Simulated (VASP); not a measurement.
Here is a VASP 6.6.1 calculation.

INCAR

```
SYSTEM = GaN
PREC = Accurate
ENCUT = 520
EDIFF = 1E-6
ISMEAR = 0
SIGMA = 0.01
LREAL = .FALSE.
LASPH = .TRUE.
NELM = 100
ALGO = Normal
ISIF = 2
LWAVE = .FALSE.
LCHARG = .FALSE.
GGA = PS
NBANDS = 16
```

Contents of KPOINTS:

```
regular mesh
0
G
  7 7 7
  0 0 0
```

POSCAR

```
GaN
1.0
    0.0000000000      2.2535010000      2.2535010000
    2.2535010000      0.0000000000      2.2535010000
    2.2535010000      2.2535010000      0.0000000000
Ga N
1 1
Direct
    0.0000000000      0.0000000000      0.0000000000
    0.7500000000      0.7500000000      0.7500000000
```

Potentials or basis: VASP PAW PBE potentials, release 64 (Ga_d, N).

Command:

```console
$ cat potpaw_PBE.64/Ga_d/POTCAR potpaw_PBE.64/N/POTCAR > POTCAR
$ mpirun -np 1 vasp_std > vasp.out
```

Task: Estimate the band gap on the k mesh.

Result: 1.68 eV, direct.

Task: What does it give for the pressure?

Result: -1.3 GPa.

Caveat: the PAW data sets were made with another functional, which shifts forces and pressure a little. Expect the measured gap to be larger: semilocal functionals such as PBEsol lack the derivative discontinuity.
